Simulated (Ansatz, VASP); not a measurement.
**Two plane-wave programs on K**

```
K
1.0
    -2.66907    2.66907    2.66907
     2.66907   -2.66907    2.66907
     2.66907    2.66907   -2.66907
K
1
Direct
  0.00000 0.00000 0.00000
```

Alike in both runs: functional r2SCAN; k mesh 16 × 16 × 16; occupations fermi-dirac, width 0.05 eV; no spin polarisation.

Ansatz relaxed the structure, and its values are those at the end. VASP's run is a single point on that final structure, the one shown.

|  | VASP | Ansatz |
| --- | --- | --- |
| version | VASP 6.6.1 | Ansatz 0.2.0 |
| potentials or method | VASP PAW PBE potentials, release 64 (K_sv) | PAW with Ansatz's default frozen-core files, scalar-relativistic |
| plane-wave cutoff (eV) | 520 | 500 |
| valence electrons in the cell | 9 | 9 |

|  | VASP | Ansatz | Ansatz less VASP |
| --- | --- | --- | --- |
| pressure (GPa) | 0.0 | 0.0 | +0.03 |

VASP's potentials were made for PBE, not for r2SCAN. With one functional, cell and mesh, what is left measures potentials, basis and numerics.
